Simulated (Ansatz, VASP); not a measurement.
# One calculation of Co, two programs

File INCAR:

```
PREC = Accurate
ENCUT = 600
EDIFF = 1E-6
ISMEAR = -1
SIGMA = 0.1
LREAL = F
LASPH = T
NELM = 120
ALGO = Normal
ISIF = 2
LWAVE = F
LCHARG = F
GGA = RP
NBANDS = 10
GGA_COMPAT = F
```

KPOINTS

```
Automatic mesh
0
Gamma
  15 15 15
```

Contents of POSCAR:

```
Co
1.0
    2.2746095266      0.0000000000      0.0000000000
    0.0000000000      2.2746095266      0.0000000000
    0.0000000000      0.0000000000      2.2746095266
Co
1
Direct
    0.0000000000      0.0000000000      0.0000000000
```

Input for Ansatz:

```yaml
crystal:
  lattice:
    - [2.2746095266, 0.0, 0.0]
    - [0.0, 2.2746095266, 0.0]
    - [0.0, 0.0, 2.2746095266]
  atoms:
    - { symbol: Co, position: [0.0, 0.0, 0.0] }
hamiltonian:
  xc: rpbe
  pseudopotentials:
    kind: paw
    azcp:
      Co: "pseudopotentials/Co.paw.azcp"
basis:
  ecutwfc: 420
  fft_grid_basis: typed
kpoints:
  mp_grid: { grid: [15, 15, 15], shift: [0, 0, 0] }
magnetization:
  spin_polarized: false
scf:
  occupations: { method: fermi_dirac, width: 0.1 }
  lower_state_search: "off"
output:
  stress: true
  write_density: true
  write_potential: true
  elf: true
  volumetric_format: npy
```

Alike in both runs: task single point; functional RPBE; k mesh 15 × 15 × 15; occupations fermi-dirac, width 0.1 eV; no spin polarisation.

|  | VASP | Ansatz |
| --- | --- | --- |
| version | VASP 6.6.1 | Ansatz 0.2.0 |
| potentials or method | VASP PAW PBE potentials, release 64 (Co), cutoff 600 eV | plane waves (420 eV) with PAW, scalar-relativistic |
| valence electrons in the cell | 9 | 17 |

|  | VASP | Ansatz | Ansatz less VASP |
| --- | --- | --- | --- |
| pressure (GPa) | 6.6 | 7.5 | +0.88 |

VASP's potentials were made for PBE, not for RPBE. VASP's potentials hold 9 valence electrons a cell and Ansatz's 17, so a difference there can come from the potentials and not from the codes.
